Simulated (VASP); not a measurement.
# Ga3Sb (I4/mmm) in VASP: a series of runs, part 2 of 2

VASP 6.6.1. Earlier steps stand in the parts before.

## 5. Single point, PBEsol+D3(BJ) (18.82 Å³/atom)

This run uses another cell than the first one, of 18.82 Å³/atom.

File INCAR:

```
SYSTEM = Ga3Sb
PREC = Accurate
ENCUT = 520
EDIFF = 1E-7
ISMEAR = 0
SIGMA = 0.15
LREAL = .False.
LASPH = .True.
NELM = 100
ALGO = Fast
ISIF = 2
LWAVE = .False.
LCHARG = .False.
GGA = PS
IVDW = 12
NBANDS = 30
```

File KPOINTS:

```
regular mesh
0
Gamma
  14 14 14
  0 0 0
```

File POSCAR:

```
Ga3Sb
1.0
   -2.1938694799      2.1938694799      3.9112305088
    2.1938694799     -2.1938694799      3.9112305088
    2.1938694799      2.1938694799     -3.9112305088
Ga Sb
3 1
Direct
    0.7500000000      0.2500000000      0.5000000000
    0.2500000000      0.7500000000      0.5000000000
    0.5000000000      0.5000000000      0.0000000000
    0.0000000000      0.0000000000      0.0000000000
```

Potentials or basis: VASP PAW PBE potentials, release 64 (Ga_d, Sb).

Command:

```bash
$ cat potpaw_PBE.64/Ga_d/POTCAR potpaw_PBE.64/Sb/POTCAR > POTCAR
$ mpirun -np 1 vasp_std > vasp.out
```

OUTCAR:

```text
SYSTEM = Ga3Sb
   PREC = Accurate
   ENCUT = 520
   EDIFF = 1E-7
   ISMEAR = 0
   LREAL = .False.
   LASPH = .True.
   NELM = 100
   ISIF = 2
   GGA = PS
   IVDW = 12
 IVDW          = 12

 ion  position               nearest neighbor table
   1  0.750  0.250  0.500-   4 2.94   4 2.94   4 2.94   4 2.94
   2  0.250  0.750  0.500-   4 2.94   4 2.94   4 2.94   4 2.94
   3  0.500  0.500  0.000-   4 3.10   4 3.10   4 3.10   4 3.10
   4  0.000  0.000  0.000-   1 2.94   2 2.94   1 2.94   2 2.94   1 2.94   2 2.94   1 2.94   2 2.94
                             3 3.10   3 3.10   3 3.10   3 3.10

  LATTYP: Found a body centered tetragonal cell.
 ALAT       =     4.3877389598
 C/A-ratio  =     1.7828000000

  Lattice vectors:

 A1 = (  -2.1938694799,   2.1938694799,   3.9112305088)
 A2 = (   2.1938694799,  -2.1938694799,   3.9112305088)
 A3 = (   2.1938694799,   2.1938694799,  -3.9112305088)

Analysis of symmetry for initial positions (statically):
=====================================================================
 Subroutine PRICEL returns:
 Original cell was already a primitive cell.

 Routine SETGRP: Setting up the symmetry group for a
 body centered tetragonal supercell.

 Subroutine GETGRP returns: Found 16 space group operations
 (whereof 16 operations were pure point group operations)
 out of a pool of 16 trial point group operations.

The static configuration has the point symmetry D_4h.

Analysis of symmetry for dynamics (positions and initial velocities):
=====================================================================
 Subroutine PRICEL returns:
 Original cell was already a primitive cell.

 Routine SETGRP: Setting up the symmetry group for a
 body centered tetragonal supercell.

 Subroutine GETGRP returns: Found 16 space group operations
 (whereof 16 operations were pure point group operations)
 out of a pool of 16 trial point group operations.

The dynamic configuration has the point symmetry D_4h.

 Subroutine INISYM returns: Found 16 space group operations
 (whereof 16 operations are pure point group operations),
 and found     1 'primitive' translations

----------------------------------------------------------------------------------------

                                     Primitive cell

  volume of cell :      75.3000

  direct lattice vectors                    reciprocal lattice vectors
    -2.193869480  2.193869480  3.911230509     0.000000000  0.227907815  0.127837007
     2.193869480 -2.193869480  3.911230509     0.227907815  0.000000000  0.127837007
     2.193869480  2.193869480 -3.911230509     0.227907815  0.227907815  0.000000000

  length of vectors
     4.992379261  4.992379261  4.992379261     0.261312595  0.261312595  0.322310323

  position of ions in fractional coordinates (direct lattice)
     0.750000000  0.250000000  0.500000000
     0.250000000  0.750000000  0.500000000
     0.500000000  0.500000000  0.000000000
     0.000000000  0.000000000  0.000000000

  ion indices of the primitive-cell ions
   primitive index   ion index
                 1           1
                 2           2
                 3           3
                 4           4

[... 24 lines left out ...]
 Found    244 irreducible k-points:

 Following reciprocal coordinates:
            Coordinates               Weight
  0.000000  0.000000  0.000000      1.000000
  0.071429 -0.000000  0.000000      8.000000
  0.142857 -0.000000  0.000000      8.000000
  0.214286 -0.000000  0.000000      8.000000
  0.285714  0.000000  0.000000      8.000000
  0.357143 -0.000000  0.000000      8.000000
[... 16 lines left out ...]
  0.214286  0.142857  0.000000     16.000000
  0.285714  0.142857  0.000000     16.000000
 [... further k-points ...]
   k-points           NKPTS =    244   k-points in BZ     NKDIM =    244   number of bands    NBANDS=     30
   number of dos      NEDOS =    301   number of ions     NIONS =      4
   total plane-waves  NPLWV =  64000
   dimension x,y,z NGX =    40 NGY =   40 NGZ =   40
   dimension x,y,z NGXF=    80 NGYF=   80 NGZF=   80
   ions per type =               3   1
   NGX,Y,Z   is equivalent  to a cutoff of  13.32, 13.32, 13.32 a.u.
   NGXF,Y,Z  is equivalent  to a cutoff of  26.64, 26.64, 26.64 a.u.
 SYSTEM =  Ga3Sb
   PREC   = accura    normal or accurate (medium, high low for compatibility)
   ISTART =      0    job   : 0-new  1-cont  2-samecut
   ICHARG =      2    charge: 1-file 2-atom 10-const
   ISPIN  =      1    spin polarized calculation?
   LNONCOLLINEAR =      F non collinear calculations
   LSORBIT =      F    spin-orbit coupling
   LASPH  =      T    aspherical Exc in radial PAW
   ENCUT  =  520.0 eV  38.22 Ry    6.18 a.u.   9.28  9.28  9.28*2*pi/ulx,y,z
   NELM   =    100;   NELMIN=  2; NELMDL= -5     # of ELM steps
   EDIFF  = 0.1E-06   stopping-criterion for ELM
   LREAL  =      F    real-space projection
   EDIFFG = 0.1E-05   stopping-criterion for IOM
   NSW    =      0    number of steps for IOM
   IBRION =     -1    ionic relax: 0-MD 1-quasi-New 2-CG
   NFREE  =      0    steps in history (QN), initial steepest desc. (CG)
   ISIF   =      2    stress and relaxation
   ISYM   =      2    0-nonsym 1-usesym 2-fastsym
   POTIM  = 0.5000    time-step for ionic-motion
   TEBEG  =    0.0;   TEEND  =   0.0 temperature during run
   PSTRESS=    0.0 pullay stress
   NELECT =      44.0000    total number of electrons
   NUPDOWN=      -1.0000    fix difference up-down
   EMIN   =  10.00;   EMAX   =-10.00  energy-range for DOS
   EFERMI =   0.00;   METHOD = LEGACY
   ISMEAR =     0;   SIGMA  =   0.15  broadening in eV -4-tet -1-fermi 0-gaus
   EFERMI_NEDOS =   21; number of points for ismear=-14 and -15
   IALGO  =     68    algorithm
   IMIX   =      4    mixing-type and parameters
     AMIX     =   0.40;   BMIX     =  1.00
     AMIX_MAG =   1.60;   BMIX_MAG =  1.00
  volume/ion in A,a.u.               =      18.82       127.04
  Fermi-wavevector in a.u.,A,eV,Ry     =   1.368655  2.586383 25.486667  1.873217
  Thomas-Fermi vector in A             =   2.494600
   LORBIT       =      0    0 simple, 1 ext, 2 COOP (PROOUT), +10 PAW based schemes
   GGA     = PS    functional components
   LHFCALC =     F    Hartree Fock is set to
   AEXX    =    0.0000 exact exchange contribution
   IVDW    =    12    specifies the selected vdW correction
   LEPSILON=     F    determine dielectric tensor
   LRPA    =     F    only Hartree local field effects (RPA)
 non-spin polarized calculation
 RMM-DIIS sequential band-by-band and
 Gauss-broadening in eV      SIGMA  =   0.15
  energy-cutoff  :      520.00
  volume of cell :       75.30
 maximum number of plane-waves:      2062
 NGX is ok and might be reduce to    40
   NGX = 19   NGY = 19   NGZ = 19

 number of electron      43.9999995 magnetization

 Free energy of the ion-electron system (eV)
  ---------------------------------------------------
  ext. energy  EPLUGINS =         0.00000000
  ---------------------------------------------------
  free energy    TOTEN  =       -14.19098670 eV

  energy without entropy =      -14.17322353  energy(sigma->0) =      -14.18210511

 E-fermi :   7.5708     XC(G=0): -11.3841

 val. band max:        7.5560731937   @ k =  -0.2143   0.2143   0.2143
 cond. band min:       7.5718463290   @ k =  -0.2143  -0.3571   0.2143
 fundamental gap:      0.0157731353
 Fermi energy:         7.5708369796

 k-point     1 :       0.0000    0.0000    0.0000
  band No.  band energies     occupation
      1      -7.4756      2.00000
      2      -7.4452      2.00000
      3      -7.4169      2.00000
      4      -7.3831      2.00000
      5      -7.3831      2.00000
      6      -7.3812      2.00000
[... 781 lines left out ...]
     29      13.5596      0.00000
     30      15.7284      0.00000

 [... further k-points ...]

------------------------ aborting loop because EDIFF is reached ----------------------------------------

 Edisp (eV)   -1.56303

 E8    (eV) :    -1.0807

  FORCE on cell =-STRESS in cart. coord.  units (eV):
  Direction    XX          YY          ZZ          XY          YZ          ZX
  --------------------------------------------------------------------------------------
  -------------------------------------------------------------------------------------
  Total       1.36649     1.36649     1.47496     0.00000    -0.00000     0.00000
  in kB      29.07520    29.07520    31.38304     0.00000    -0.00000     0.00000
  external pressure =       29.84 kB  Pullay stress =        0.00 kB

 VOLUME and BASIS-vectors are now :
 -----------------------------------------------------------------------------
  energy-cutoff  :      520.00
  volume of cell :       75.30
      direct lattice vectors                 reciprocal lattice vectors
    -2.193869480  2.193869480  3.911230509     0.000000000  0.227907815  0.127837007
     2.193869480 -2.193869480  3.911230509     0.227907815  0.000000000  0.127837007
     2.193869480  2.193869480 -3.911230509     0.227907815  0.227907815  0.000000000

 POSITION                                       TOTAL-FORCE (eV/Angst)
 -----------------------------------------------------------------------------------
      0.00000      2.19387      1.95562         0.000000     -0.000000     -0.000000
      2.19387      0.00000      1.95562        -0.000000      0.000000      0.000000
      0.00000      0.00000      3.91123         0.000000     -0.000000     -0.000000
      0.00000      0.00000      0.00000         0.000000     -0.000000     -0.000000
 -----------------------------------------------------------------------------------
    total drift:                               -0.000000     -0.000000      0.000000

  FREE ENERGIE OF THE ION-ELECTRON SYSTEM (eV)
  ---------------------------------------------------
  free  energy   TOTEN  =       -15.7540153462 eV

  energy  without entropy=      -15.7362521751  energy(sigma->0) =      -15.74513376
```

stdout:

```text
POSCAR found type information on POSCAR GaSb
 POSCAR found :  2 types and       4 ions
 scaLAPACK will be used
 -----------------------------------------------------------------------------
|                                                                             |
|                                                                             |
|     You enforced a specific xc type in the INCAR file but a different       |
|     I HOPE YOU KNOW WHAT YOU ARE DOING!                                     |
|                                                                             |
 -----------------------------------------------------------------------------

 LDA part: xc-table for (Slater+PW92), standard interpolation
 POSCAR, INCAR and KPOINTS ok, starting setup
 FFT: planning ... GRIDC
 FFT: planning ... GRID_SOFT
 FFT: planning ... GRID
 WAVECAR not read
 entering main loop
WARNING in EDDRMM: call to ZHEGV failed, returncode =   6  3     27
WARNING in EDDRMM: call to ZHEGV failed, returncode =   8  4     28
```

Run time: 6.2 min. Hardware: 1 thread of Intel Xeon 6975P-C (Granite Rapids), shared host; peak memory 0.59 GiB.

What came out:

| Quantity | Value |
| --- | --- |
| Free energy | -15.7540 eV |
| Pressure | 3.0 GPa |
| Band gap on the k mesh | zero (bands 22 and 23 overlap by 5.03 eV) |
| Dispersion energy per atom | -0.391 eV |

Levels at points of the mesh, in eV from the Fermi level:
```tsv
k point	band 20	band 21	band 22	band 23	band 24	band 25
(0.00, 0.00, 0.00)	-2.22	-2.22	-1.49	-0.87	-0.87	-0.14
(0.50, 0.00, 0.00)	-2.14	-1.54	-1.29	-0.80	2.42	3.33
(0.50, 0.50, 0.00)	-5.45	-5.11	1.29	1.88	2.04	2.27
(0.50, 0.50, 0.50)	-4.39	-3.68	3.27	4.25	4.25	4.51
```

Caveat: the PAW data sets were made with another functional, which shifts forces and pressure a little; spin-orbit coupling is left out, which moves the levels of the heavy elements.

## 6. Single point, PBEsol+D3(BJ) (18.04 Å³/atom)

This run uses another cell than the first one, of 18.04 Å³/atom.

File INCAR:

```
SYSTEM = Ga3Sb
PREC = Accurate ; ENCUT = 520
EDIFF = 1E-6 ; ISMEAR = 0
SIGMA = 0.15 ; LREAL = .False.
LASPH = .True. ; NELM = 80
ALGO = Fast ; ISIF = 2
LWAVE = .False. ; LCHARG = .False.
GGA = PS ; IVDW = 12
NBANDS = 30
```

File KPOINTS:

```
Automatic mesh
0
Gamma
  14 14 14
  0 0 0
```

File POSCAR:

```
Ga3Sb
1.0
   -1.9158808891      1.9158808891      4.9150008330
    1.9158808891     -1.9158808891      4.9150008330
    1.9158808891      1.9158808891     -4.9150008330
Ga Sb
3 1
Direct
    0.7500000000      0.2500000000      0.5000000000
    0.2500000000      0.7500000000      0.5000000000
    0.5000000000      0.5000000000      0.0000000000
    0.0000000000      0.0000000000      0.0000000000
```

Potentials or basis: VASP PAW PBE potentials, release 64 (Ga_d, Sb).

Command:

```bash
$ cat potpaw_PBE.64/Ga_d/POTCAR potpaw_PBE.64/Sb/POTCAR > POTCAR
$ mpirun -np 1 vasp_std > vasp.out
```

Wall time 11 min (1 thread of Intel Xeon Platinum 8488C (Sapphire Rapids), shared host); peak memory 0.59 GiB.

Results (log left out):

```
Free energy                : -15.5897 eV
Pressure                   : 7.4 GPa
Band gap on the k mesh     : zero (bands 22 and 23 overlap by 4.58 eV)
Dispersion energy per atom : -0.408 eV
```

Stress tensor (GPa, compression positive):
```
8.57 0.00 0.00
0.00 8.57 0.00
0.00 0.00 5.06
```

Levels at points of the mesh, in eV from the Fermi level:
| k point | band 19 | band 20 | band 21 | band 22 | band 23 | band 24 | band 25 | band 26 |
| --- | --- | --- | --- | --- | --- | --- | --- | --- |
| (0.00, 0.00, 0.00) | -2.13 | -2.13 | -1.81 | -0.31 | -0.31 | -0.25 | 1.61 | 1.70 |
| (0.50, 0.00, 0.00) | -6.34 | -0.48 | -0.30 | 0.06 | 1.04 | 1.93 | 2.05 | 3.70 |
| (0.50, 0.50, 0.00) | -6.05 | -5.21 | -4.92 | -1.83 | -1.32 | -0.35 | 0.40 | 5.34 |
| (0.50, 0.50, 0.50) | -3.09 | -2.24 | -0.91 | 1.17 | 2.01 | 2.01 | 2.09 | 3.94 |

Caveat: the cell stands under pressure; the PAW data sets were made with another functional, which shifts forces and pressure a little; spin-orbit coupling is left out, which moves the levels of the heavy elements.

## 7. The runs side by side

| cell | cutoff (eV) | gap on the mesh (eV) | pressure (GPa) |
| --- | --- | --- | --- |
| a = 5.061 Å, angles 127.9, 127.9, 76.8°, 4 atoms | 500 | none | 0.2 |
| a = 5.294 Å, angles 134.1, 134.1, 67.0°, 4 atoms | 520 | none | 3.0 |
| a = 5.692 Å, angles 140.1, 140.1, 57.7°, 4 atoms | 520 | none | 3.6 |
| a = 4.992 Å, angles 127.9, 127.9, 76.8°, 4 atoms | 520 | none | 3.0 |
| a = 5.612 Å, angles 140.1, 140.1, 57.7°, 4 atoms | 520 | none | 7.4 |

Alike in all rows: task single point; level PBEsol+D3(BJ); potentials or basis VASP PAW PBE potentials, release 64 (Ga_d, Sb); no spin polarisation; k mesh 14 × 14 × 14; smearing gaussian 0.15 eV.

Caveats: the PAW data sets were made with another functional, which shifts forces and pressure a little; spin-orbit coupling is left out, which moves the levels of the heavy elements; the cell stands under pressure (at least some runs).

Absolute energies hang on the potentials; compare differences alone.
